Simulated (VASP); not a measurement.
# Ta (P6_3/mmc) in VASP: a series of runs

Aim: see how the results for Ta move with the level of theory and the settings. Levels: PBEsol, LDA. Tasks: single point.

Everything below comes from runs of VASP 6.6.1. Logs are shortened: lines on timing, memory, paths and dates and some standing lists are left out, and cuts for length are marked.

## 1. The cell of the first run

It takes space group P6_3/mmc (No. 194, hexagonal). The conventional cell has a = 2.841 Å, b = 2.841 Å, c = 5.061 Å, α = 90.00°, β = 90.00°, γ = 120.00°. Within 3.7 Å of Ta (site symmetry -6m2) lie 12 Ta at 2.84 to 3.02 Å.

## 2. Single point, PBEsol (volume scaled by 0.94)

Contents of INCAR:

```
SYSTEM = Ta
PREC = Accurate ; ENCUT = 520
EDIFF = 1E-6 ; ISMEAR = -1
SIGMA = 0.05 ; LREAL = .False.
LASPH = .True. ; NELM = 100
ALGO = Normal ; ISIF = 2
LWAVE = .False. ; LCHARG = .True.
GGA = PS ; LELF = .True.
LVHAR = .True. ; NBANDS = 18
```

Contents of KPOINTS:

```
regular mesh
0
Gamma
  11 11 5
  0 0 0
```

Contents of POSCAR:

```
Ta
1.0
    2.8411641924      0.0000000000      0.0000000000
   -1.4205820962      2.4605203670      0.0000000000
    0.0000000000      0.0000000000      5.0608102442
Ta
2
Direct
    0.3333333333      0.6666666667      0.2500000000
    0.6666666667      0.3333333333      0.7500000000
```

Potentials or basis: VASP PAW PBE potentials, release 64 (Ta_pv).

Run with:

```
> cat potpaw_PBE.64/Ta_pv/POTCAR > POTCAR
> mpirun -np 1 vasp_std > vasp.out
```

OUTCAR:

```text
SYSTEM = Ta
   PREC = Accurate
   ENCUT = 520
   EDIFF = 1E-6
   ISMEAR = -1
   LREAL = .False.
   LASPH = .True.
   NELM = 100
   ISIF = 2
   GGA = PS

 ion  position               nearest neighbor table
   1  0.333  0.667  0.250-   2 3.02   2 3.02   2 3.02   2 3.02   2 3.02   2 3.02
   2  0.667  0.333  0.750-   1 3.02   1 3.02   1 3.02   1 3.02   1 3.02   1 3.02

  LATTYP: Found a hexagonal cell.
 ALAT       =     2.8411641924
 C/A-ratio  =     1.7812452577

  Lattice vectors:

 A1 = (   2.8411641924,   0.0000000000,   0.0000000000)
 A2 = (  -1.4205820962,   2.4605203670,   0.0000000000)
 A3 = (   0.0000000000,   0.0000000000,   5.0608102442)

Analysis of symmetry for initial positions (statically):
=====================================================================
 Subroutine PRICEL returns:
 Original cell was already a primitive cell.

 Routine SETGRP: Setting up the symmetry group for a
 hexagonal supercell.

 Subroutine GETGRP returns: Found 24 space group operations
 (whereof 12 operations were pure point group operations)
 out of a pool of 24 trial point group operations.

The static configuration has the point symmetry D_3d.
 The point group associated with its full space group is D_6h.

Analysis of symmetry for dynamics (positions and initial velocities):
=====================================================================
 Subroutine PRICEL returns:
 Original cell was already a primitive cell.

 Routine SETGRP: Setting up the symmetry group for a
 hexagonal supercell.

 Subroutine GETGRP returns: Found 24 space group operations
 (whereof 12 operations were pure point group operations)
 out of a pool of 24 trial point group operations.

The dynamic configuration has the point symmetry D_3d.
 The point group associated with its full space group is D_6h.

 Subroutine INISYM returns: Found 24 space group operations
 (whereof 12 operations are pure point group operations),
 and found     1 'primitive' translations

----------------------------------------------------------------------------------------

                                     Primitive cell

  volume of cell :      35.3788

  direct lattice vectors                    reciprocal lattice vectors
     2.841164192  0.000000000  0.000000000     0.351968395  0.203209047  0.000000000
    -1.420582096  2.460520367  0.000000000     0.000000000  0.406418095  0.000000000
     0.000000000  0.000000000  5.060810244     0.000000000  0.000000000  0.197596818

  length of vectors
     2.841164192  2.841164192  5.060810244     0.406418095  0.406418095  0.197596818

  position of ions in fractional coordinates (direct lattice)
     0.333333333  0.666666667  0.250000000
     0.666666667  0.333333333  0.750000000

  ion indices of the primitive-cell ions
   primitive index   ion index
                 1           1
                 2           2

----------------------------------------------------------------------------------------

 KPOINTS: regular mesh

Automatic generation of k-mesh.
 Grid dimensions read from file:
 generate k-points for:   11   11    5

 Generating k-lattice:

  Cartesian coordinates                     Fractional coordinates (reciprocal lattice)
     0.031997127  0.018473550  0.000000000     0.090909091  0.000000000  0.000000000
     0.000000000  0.036947100  0.000000000     0.000000000  0.090909091  0.000000000
     0.000000000  0.000000000  0.039519364     0.000000000  0.000000000  0.200000000

  Length of vectors
     0.036947100  0.036947100  0.039519364

  Shift w.r.t. Gamma in fractional coordinates (k-lattice)
     0.000000000  0.000000000  0.000000000

 Subroutine IBZKPT returns following result:
 ===========================================

 Found     48 irreducible k-points:

 Following reciprocal coordinates:
            Coordinates               Weight
  0.000000  0.000000  0.000000      1.000000
  0.090909  0.000000  0.000000      6.000000
  0.181818 -0.000000  0.000000      6.000000
  0.272727 -0.000000  0.000000      6.000000
  0.363636 -0.000000  0.000000      6.000000
  0.454545  0.000000  0.000000      6.000000
[... 16 lines left out ...]
  0.090909  0.090909  0.200000     12.000000
  0.181818  0.090909  0.200000     24.000000
 [... further k-points ...]
   k-points           NKPTS =     48   k-points in BZ     NKDIM =     48   number of bands    NBANDS=     18
   number of dos      NEDOS =    301   number of ions     NIONS =      2
   total plane-waves  NPLWV =  23040
   dimension x,y,z NGX =    24 NGY =   24 NGZ =   40
   dimension x,y,z NGXF=    48 NGYF=   48 NGZF=   80
   ions per type =               2
   NGX,Y,Z   is equivalent  to a cutoff of  14.04, 14.04, 13.14 a.u.
   NGXF,Y,Z  is equivalent  to a cutoff of  28.09, 28.09, 26.28 a.u.
 SYSTEM =  Ta
   PREC   = accura    normal or accurate (medium, high low for compatibility)
   ISTART =      0    job   : 0-new  1-cont  2-samecut
   ICHARG =      2    charge: 1-file 2-atom 10-const
[... 94 lines left out ...]
     17      11.7572      0.00000
     18      13.5200      0.00000

 k-point     4 :       0.2727   -0.0000    0.0000
  band No.  band energies     occupation
      1     -28.3407      2.00000
      2     -28.1963      2.00000
      3     -28.0860      2.00000
      4     -27.6561      2.00000
      5     -27.6334      2.00000
      6     -27.5020      2.00000
[... 10 lines left out ...]
     17      11.8671      0.00000
     18      14.5502      0.00000

 k-point     5 :       0.3636   -0.0000    0.0000
  band No.  band energies     occupation
      1     -28.5101      2.00000
      2     -28.3828      2.00000
      3     -28.1962      2.00000
      4     -27.7382      2.00000
      5     -27.6828      2.00000
      6     -27.5663      2.00000
[... 10 lines left out ...]
     17      11.8786      0.00000
     18      14.2742      0.00000

 k-point     6 :       0.4545    0.0000    0.0000
  band No.  band energies     occupation
      1     -28.6915      2.00000
      2     -28.5530      2.00000
      3     -28.0855      2.00000
      4     -27.7860      2.00000
      5     -27.7366      2.00000
      6     -27.6045      2.00000
[... 10 lines left out ...]
     17      12.8885      0.00000
     18      14.3131      0.00000

 k-point     7 :       0.0909    0.0909    0.0000
  band No.  band energies     occupation
      1     -28.5019      2.00000
      2     -27.7394      2.00000
      3     -27.6785      2.00000
      4     -27.5988      2.00000
      5     -27.5272      2.00000
      6     -27.4301      2.00000
[... 10 lines left out ...]
     17      11.5669      0.00000
     18      13.2171      0.00000

 k-point     8 :       0.1818    0.0909    0.0000
  band No.  band energies     occupation
      1     -28.3901      2.00000
      2     -28.0340      2.00000
      3     -27.9690      2.00000
      4     -27.6289      2.00000
      5     -27.6206      2.00000
      6     -27.5096      2.00000
[... 10 lines left out ...]
     17      11.5714      0.00000
     18      14.7436      0.00000
[... 229 lines left out ...]
     17      11.5220      0.00000
     18      12.5031      0.00000

 k-point    20 :       0.2727   -0.0000    0.2000
  band No.  band energies     occupation
      1     -28.3484      2.00000
      2     -28.1543      2.00000
      3     -28.0849      2.00000
      4     -27.6710      2.00000
      5     -27.6415      2.00000
      6     -27.5169      2.00000
[... 10 lines left out ...]
     17      11.5688      0.00000
     18      13.0930      0.00000

 k-point    21 :       0.3636   -0.0000    0.2000
  band No.  band energies     occupation
      1     -28.5383      2.00000
      2     -28.4252      2.00000
      3     -28.1009      2.00000
      4     -27.7220      2.00000
      5     -27.7052      2.00000
      6     -27.5829      2.00000
[... 10 lines left out ...]
     17      11.9191      0.00000
     18      13.3388      0.00000

 k-point    22 :       0.4545    0.0000    0.2000
  band No.  band energies     occupation
      1     -28.7072      2.00000
      2     -28.5911      2.00000
      3     -28.0206      2.00000
      4     -27.7689      2.00000
      5     -27.7431      2.00000
      6     -27.6222      2.00000
[... 10 lines left out ...]
     17      12.9320      0.00000
     18      13.3224      0.00000

 k-point    23 :       0.0909    0.0909    0.2000
  band No.  band energies     occupation
      1     -28.4280      2.00000
      2     -27.7611      2.00000
      3     -27.7236      2.00000
      4     -27.6143      2.00000
      5     -27.5165      2.00000
      6     -27.4412      2.00000
[... 10 lines left out ...]
     17      11.3812      0.00000
     18      12.4004      0.00000

 k-point    24 :       0.1818    0.0909    0.2000
  band No.  band energies     occupation
      1     -28.3513      2.00000
      2     -28.0246      2.00000
      3     -27.9770      2.00000
      4     -27.6762      2.00000
      5     -27.6059      2.00000
      6     -27.5216      2.00000
[... 10 lines left out ...]
     17      11.3102      0.00000
     18      13.1441      0.00000

 [... further k-points ...]

------------------------ aborting loop because EDIFF is reached ----------------------------------------

  FORCE on cell =-STRESS in cart. coord.  units (eV):
  Direction    XX          YY          ZZ          XY          YZ          ZX
  --------------------------------------------------------------------------------------
  -------------------------------------------------------------------------------------
  Total        1.0838600      1.0838600      1.2065404      0.0000000     -0.0000000      0.0000000
  in kB       49.0840544     49.0840544     54.6398004      0.0000000     -0.0000000      0.0000000
  external PRESSURE =      50.9359697 kB  Pullay stress =       0.0000000 kB

 VOLUME and BASIS-vectors are now :
 -----------------------------------------------------------------------------
  energy-cutoff  :      520.00
  volume of cell :       35.38
      direct lattice vectors                 reciprocal lattice vectors
     2.841164192  0.000000000  0.000000000     0.351968395  0.203209047  0.000000000
    -1.420582096  2.460520367  0.000000000     0.000000000  0.406418095  0.000000000
     0.000000000  0.000000000  5.060810244     0.000000000  0.000000000  0.197596818

 POSITION                                       TOTAL-FORCE (eV/Angst)
 -----------------------------------------------------------------------------------
     -0.00000      1.64035      1.26520         0.000000      0.000000      0.000000
      1.42058      0.82017      3.79561        -0.000000     -0.000000      0.000000
 -----------------------------------------------------------------------------------
    total drift:                               -0.000000      0.000000     -0.000000

  FREE ENERGIE OF THE ION-ELECTRON SYSTEM (eV)
  ---------------------------------------------------
  free  energy   TOTEN  =       -24.5216619941 eV

  energy  without entropy=      -24.5057501197  energy(sigma->0) =      -24.51370606
```

Wall time 12 s (1 thread of Intel Xeon 6975P-C (Granite Rapids), shared host); peak memory 0.17 GiB.

What came out:

```yaml
Free_energy: -24.5217 eV
Pressure: 5.1 GPa
Band_gap_on_the_k_mesh: zero (band 11 reaches 6.99 eV, above the bottom of band 12 at 5.31 eV)
```

Levels at points of the mesh, in eV from the Fermi level:
```
           k point  band 9  band 10  band 11  band 12  band 13  band 14
(0.00, 0.00, 0.00)   -0.68     0.06     0.56     0.56     1.18     1.18
```

Caveat: the PAW data sets were made with another functional, which shifts forces and pressure a little; spin-orbit coupling is left out, which moves the levels of the heavy elements.

## 3. Single point, PBEsol (volume scaled by 0.98)

Contents of INCAR:

```
PREC     = Accurate       # precision mode
ENCUT    = 520            # plane-wave cutoff, eV
EDIFF    = 1E-7           # SCF threshold, eV
ISMEAR   = -1             # smearing method
SIGMA    = 0.05           # smearing width, eV
LREAL    = False          # projectors in reciprocal space
LASPH    = True           # aspherical terms in the spheres
NELM     = 100            # most SCF steps
ALGO     = Fast           # electronic algorithm
ISIF     = 2              # what is computed and relaxed
LWAVE    = False          # write WAVECAR
LCHARG   = True           # write CHGCAR
GGA      = PS             # functional
LELF     = True           # ELF
LVHAR    = True         
NBANDS   = 18             # bands
```

Contents of KPOINTS:

```
Automatic mesh
0
Gamma
  11 11 5
```

Contents of POSCAR:

```
Ta
1.0
    2.8809059017      0.0000000000      0.0000000000
   -1.4404529508      2.4949376968      0.0000000000
    0.0000000000      0.0000000000      5.1315999754
Ta
2
Direct
    0.3333333333      0.6666666667      0.2500000000
    0.6666666667      0.3333333333      0.7500000000
```

Potentials or basis: VASP PAW PBE potentials, release 64 (Ta_pv).

Run with:

```
> cat potpaw_PBE.64/Ta_pv/POTCAR > POTCAR
> mpirun -np 1 vasp_std > vasp.out
```

Run time: 20 s. Hardware: 1 thread of Intel Xeon 6975P-C (Granite Rapids), shared host; peak memory 0.16 GiB.

Results (log left out):

- Free energy: -24.5280 eV
- Pressure: -3.5 GPa
- Band gap on the k mesh: zero (band 11 reaches 6.53 eV, above the bottom of band 12 at 5.01 eV)

Stress tensor (GPa, compression positive):
```
-4.06  0.00  0.00
 0.00 -4.06  0.00
 0.00  0.00 -2.52
```

Levels at points of the mesh, in eV from the Fermi level:
```
           k point  band 7  band 8  band 9  band 10  band 11  band 12  band 13  band 14  band 15  band 16
(0.00, 0.00, 0.00)   -8.28   -4.99   -0.61    -0.07     0.57     0.57     1.15     1.15     2.99     2.99
```

Caveat: the PAW data sets were made with another functional, which shifts forces and pressure a little; spin-orbit coupling is left out, which moves the levels of the heavy elements.

## 4. Single point, PBEsol (volume scaled by 1.02)

Contents of INCAR:

```
PREC = Accurate ; ENCUT = 520
EDIFF = 1E-6 ; ISMEAR = -1
SIGMA = 0.05 ; LREAL = False
LASPH = True ; NELM = 60
ALGO = Fast ; ISIF = 2
LWAVE = False ; LCHARG = True
GGA = PS ; LELF = True
LVHAR = True ; NBANDS = 18
```

KPOINTS is that of step 3.

Contents of POSCAR:

```
Ta
1.0
    2.9195803945      0.0000000000      0.0000000000
   -1.4597901972      2.5284307900      0.0000000000
    0.0000000000      0.0000000000      5.2004887322
Ta
2
Direct
    0.3333333333      0.6666666667      0.2500000000
    0.6666666667      0.3333333333      0.7500000000
```

Run with:

```
> cat potpaw_PBE.64/Ta_pv/POTCAR > POTCAR
> mpirun -np 1 vasp_std > vasp.out
```

Run time: 14 s. Hardware: 1 thread of Intel Xeon 6975P-C (Granite Rapids), shared host; peak memory 0.16 GiB.

The run converged. Its results:

| Quantity | Value |
| --- | --- |
| Free energy | -24.4609 eV |
| Pressure | -10.6 GPa |
| Band gap on the k mesh | zero (band 11 reaches 6.11 eV, above the bottom of band 12 at 4.71 eV) |

Stress tensor (GPa, compression positive):
```
-11.32   0.00   0.00
  0.00 -11.32   0.00
  0.00   0.00  -9.14
```

Levels at points of the mesh, in eV from the Fermi level:
| k point | band 9 | band 10 | band 11 | band 12 | band 13 | band 14 |
| --- | --- | --- | --- | --- | --- | --- |
| (0.00, 0.00, 0.00) | -0.55 | -0.17 | 0.58 | 0.58 | 1.13 | 1.13 |

Caveat: the PAW data sets were made with another functional, which shifts forces and pressure a little; spin-orbit coupling is left out, which moves the levels of the heavy elements.

## 5. Single point, LDA

Contents of INCAR:

```
  PREC = Accurate
  ENCUT = 520
  EDIFF = 1E-6
  ISMEAR = -1
  SIGMA = 0.05
  LREAL = F
  LASPH = T
  NELM = 100
  ALGO = Normal
  ISIF = 2
  LWAVE = F
  LCHARG = F
  NBANDS = 18
```

KPOINTS is that of step 4.

Contents of POSCAR:

```
Ta
1.0
    2.8335986889      0.0000000000      0.0000000000
   -1.4167993444      2.4539684487      0.0000000000
    0.0000000000      0.0000000000      5.0809473883
Ta
2
Direct
    0.3333333333      0.6666666667      0.2500000000
    0.6666666667      0.3333333333      0.7500000000
```

Potentials or basis: VASP PAW LDA potentials, release 64 (Ta_pv).

Run with:

```
> cat potpaw_LDA.64/Ta_pv/POTCAR > POTCAR
> mpirun -np 1 vasp_std > vasp.out
```

Wall time 8.5 s (1 thread of Intel Xeon 6975P-C, shared host); peak memory 0.16 GiB.

The run converged. Its results:

| Item | Value |
| --- | --- |
| Free energy | -25.0696 eV |
| Pressure | 0.9 GPa |
| Band gap on the k mesh | zero (band 11 reaches 7.15 eV, above the bottom of band 12 at 5.37 eV) |

Stress tensor (GPa, compression positive):
```
1.00 0.00 0.00
0.00 1.00 0.00
0.00 0.00 0.83
```

Levels at points of the mesh, in eV from the Fermi level:
```
           k point  band 7  band 8  band 9  band 10  band 11  band 12  band 13  band 14  band 15  band 16
(0.00, 0.00, 0.00)   -8.34   -5.11   -0.77     0.16     0.55     0.55     1.14     1.14     3.14     3.14
```

Caveat: spin-orbit coupling is left out, which moves the levels of the heavy elements.

## 6. Summary

| level | potentials or basis | cell | gap on the mesh (eV) | pressure (GPa) |
| --- | --- | --- | --- | --- |
| PBEsol | VASP PAW PBE potentials, release 64 (Ta_pv) | a = 2.841, b = 2.841, c = 5.061 Å, angles 90.0, 90.0, 120.0°, 2 atoms | none | 5.1 |
| PBEsol | VASP PAW PBE potentials, release 64 (Ta_pv) | a = 2.881, b = 2.881, c = 5.132 Å, angles 90.0, 90.0, 120.0°, 2 atoms | none | -3.5 |
| PBEsol | VASP PAW PBE potentials, release 64 (Ta_pv) | a = 2.920, b = 2.920, c = 5.200 Å, angles 90.0, 90.0, 120.0°, 2 atoms | none | -10.6 |
| LDA | VASP PAW LDA potentials, release 64 (Ta_pv) | a = 2.834, b = 2.834, c = 5.081 Å, angles 90.0, 90.0, 120.0°, 2 atoms | none | 0.9 |

Alike in all rows: task single point; no spin polarisation; k mesh 11 × 11 × 5; cutoff (eV) 520; smearing fermi-dirac 0.05 eV.

Caveats: spin-orbit coupling is left out, which moves the levels of the heavy elements; the PAW data sets were made with another functional, which shifts forces and pressure a little (some runs).

Absolute energies hang on the potentials; compare differences alone.
